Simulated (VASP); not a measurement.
A run of VASP 6.6.1 is set up as follows.

INCAR

```
  PREC = Accurate
  ENCUT = 520
  EDIFF = 1E-6
  ISMEAR = 0
  SIGMA = 0.05
  LREAL = F
  LASPH = T
  NELM = 150
  ALGO = Normal
  ISIF = 2
  LWAVE = F
  LCHARG = T
  LMAXMIX = 4
  LDAU = T
  LDAUTYPE = 2
  LDAUL = 2 -1
  LDAUU = 4 0
  LDAUJ = 0 0
  LDAUPRINT = 1
  GGA = PE
  LELF = T
  LVHAR = T
  NBANDS = 33
```

KPOINTS

```
Automatic mesh
0
Gamma
  8 8 8
```

The input POSCAR:

```
TiO2
1.0
   -2.0560227262      2.0560227262      4.2140241797
    2.0560227262     -2.0560227262      4.2140241797
    2.0560227262      2.0560227262     -4.2140241797
Ti O
2 4
Direct
    0.0000000000      0.0000000000      0.0000000000
    0.7500000000      0.2500000000      0.5000000000
    0.1898900642      0.1898900642      0.0000000000
    0.9398900642      0.4398900642      0.5000000000
    0.5601099358      0.0601099358      0.5000000000
    0.8101099358      0.8101099358      0.0000000000
```

Potentials or basis: VASP PAW PBE potentials, release 64 (Ti_sv, O).

Run with:

```bash
$ cat potpaw_PBE.64/Ti_sv/POTCAR potpaw_PBE.64/O/POTCAR > POTCAR
$ mpirun -np 1 vasp_std > vasp.out
```

(1) Predict the band gap on the k mesh.

(2) Predict the pressure.

(3) Estimate the largest force.

## Answers

(1) 2.59 eV (least direct gap 2.63 eV).

(2) 61.1 GPa.

(3) 13.354 eV/Å.

Caveat: the stress differs along the axes, from 1 to 182 GPa; forces of over 1 eV/Å act on the atoms, so gaps and moduli don't describe the material at rest.
